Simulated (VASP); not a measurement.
Wanted: the native input for a VASP 6.6.1 run.

```
Task                   : single point
Functional             : r2SCAN
Potentials or basis    : VASP PAW PBE potentials, release 64 (Ca_sv, O)
Cutoff                 : 520 eV
k mesh                 : 8 × 8 × 8
Occupations            : gaussian, width 0.05 eV
Spin                   : no spin polarisation
Dipole correction      : no
Further INCAR settings : ALGO = Normal; EDIFF = 1e-06; NBANDS = 15
```

Crystal: CaO.

```xyz
2
Lattice="0.0000 2.5470 2.2531 2.5470 0.0000 2.2531 2.5470 2.5470 0.0000" Properties=species:S:1:pos:R:3 pbc="T T T"
Ca    0.0000    0.0000    0.0000
O     2.5470    2.5470    2.2531
```

This cell differs from its parent crystal: strain +0.040 along x and y, -0.080 along z.

One way to write it, as run:

POSCAR

```
CaO
1.0
    0.0000000000      2.5469600000      2.2530800000
    2.5469600000      0.0000000000      2.2530800000
    2.5469600000      2.5469600000      0.0000000000
Ca O
1 1
Direct
    0.0000000000      0.0000000000      0.0000000000
    0.5000000000      0.5000000000      0.5000000000
```

INCAR.step1

```
SYSTEM = CaO
ALGO = Normal ; EDIFF = 1E-4
ENCUT = 520 ; GGA = PE
ISMEAR = 0 ; LASPH = .True.
LCHARG = .False. ; LREAL = .False.
LWAVE = .True. ; NBANDS = 15
NELM = 100 ; PREC = Accurate
SIGMA = 0.05
```

INCAR.step2

```
SYSTEM = CaO
ALGO = Normal ; EDIFF = 1E-6
ENCUT = 520 ; ISIF = 2
ISMEAR = 0 ; ISTART = 1
LASPH = .True. ; LCHARG = .False.
LMIXTAU = .True. ; LREAL = .False.
LWAVE = .False. ; METAGGA = R2SCAN
NBANDS = 15 ; NELM = 100
PREC = Accurate ; SIGMA = 0.05
```

KPOINTS

```
k-points
0
Gamma
  8 8 8
  0 0 0
```

Potentials or basis: VASP PAW PBE potentials, release 64 (Ca_sv, O).

Command:

```bash
$ cat potpaw_PBE.64/Ca_sv/POTCAR potpaw_PBE.64/O/POTCAR > POTCAR
$ cp INCAR.step1 INCAR
$ mpirun -np 1 vasp_std > vasp.out
$ cp INCAR.step2 INCAR
$ mpirun -np 1 vasp_std > vasp.out
```

It gave:

```yaml
Pressure: -1.5 GPa
Band_gap_on_the_k_mesh: 3.72 eV, indirect (least direct gap 4.40 eV)
```

Caveat: the cell differs from its parent crystal (strain +0.040 along x and y, -0.080 along z); the PAW data sets were made with another functional, which shifts forces and pressure a little.

Wall time 52 s on 1 thread of Intel(R) Xeon(R) 6975P-C (Granite Rapids) (shared host), peak memory 0.17 GiB.
